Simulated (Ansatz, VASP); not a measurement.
**AlN in VASP and in Ansatz**

```
CELL_PARAMETERS angstrom
0.00000 2.00834 2.00834
2.00834 0.00000 2.00834
2.00834 2.00834 0.00000
ATOMIC_POSITIONS crystal
Al 0.00000 0.00000 0.00000
N 0.50000 0.50000 0.50000
```

Alike in both runs: functional PBEsol; dispersion D3(BJ); k mesh 8 × 8 × 8; no spin polarisation.

Ansatz relaxed the structure, and its values are those at the end. VASP's run is a single point on that final structure, the one shown.

|  | VASP | Ansatz |
| --- | --- | --- |
| version | VASP 6.6.1 | Ansatz 0.2.0 |
| potentials or method | VASP PAW PBE potentials, release 64 (Al, N), cutoff 520 eV | plane waves, PAW |
| occupations | methfessel-paxton of order 1, width 0.1 eV | methfessel-paxton of order 1 |
| valence electrons in the cell | 8 | 8 |

```tsv
	VASP	Ansatz	Ansatz less VASP
pressure (GPa)	-0.1	0.0	+0.09
```

VASP's potentials were made for PBE, not for PBEsol.
